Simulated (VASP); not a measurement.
A run of VASP 6.6.1 is set up as follows.

Contents of INCAR:

```
SYSTEM = ZrGeSe3
PREC     = Accurate       ! precision mode
ENCUT    = 520            ! plane-wave cutoff, eV
EDIFF    = 1E-6           ! SCF threshold, eV
ISMEAR   = 0              ! smearing method
SIGMA    = 0.1            ! smearing width, eV
LREAL    = .False.        ! projectors in reciprocal space
LASPH    = .True.         ! aspherical terms in the spheres
NELM     = 100            ! most SCF steps
ALGO     = Normal         ! electronic algorithm
ISIF     = 2              ! what is computed and relaxed
LWAVE    = .False.        ! write WAVECAR
LCHARG   = .True.         ! write CHGCAR
LDIPOL   = .True.       
IDIPOL   = 3            
DIPOL    = 0.5 0.5 0.270
GGA      = PE             ! functional
IVDW     = 12             ! dispersion correction
LELF     = .True.         ! ELF
LVHAR    = .True.       
LVACPOTAV= .True.       
NBANDS   = 30             ! bands
```

Contents of KPOINTS:

```
Automatic mesh
0
Gamma
  12 12 1
  0 0 0
```

File POSCAR:

```
ZrGeSe3
1.0
    3.7310980000      0.0000000000      0.0000000000
   -1.8655490000      3.2312260000      0.0000000000
    0.0000000000      0.0000000000     38.0944430000
Zr Ge Se
1 1 3
Direct
    0.3333330000      0.6666670000      0.3213030000
    0.0000000000      0.0000000000      0.2115530000
    0.3333330000      0.6666670000      0.1746120000
    0.0000000000      0.0000000000      0.3631450000
    0.6666670000      0.3333330000      0.2783370000
```

Potentials or basis: VASP PAW PBE potentials, release 64 (Zr_sv, Ge_d, Se).

Command:

```console
$ cat potpaw_PBE.64/Zr_sv/POTCAR potpaw_PBE.64/Ge_d/POTCAR potpaw_PBE.64/Se/POTCAR > POTCAR
$ mpirun -np 1 vasp_std > vasp.out
```

Estimate the work function of the upper face.

5.14 eV.

Predict the work function of the lower face.

5.31 eV.

Predict the band gap on the k mesh.

zero (bands 22 and 23 overlap by 0.06 eV).

Predict the largest force.

0.026 eV/Å.

Forces on the atoms (eV/Å):
```
Zr   0.000  0.000  0.001
Ge   0.000  0.000  0.026
Se   0.000  0.000 -0.026
Se   0.000  0.000  0.018
Se   0.000  0.000 -0.019
```
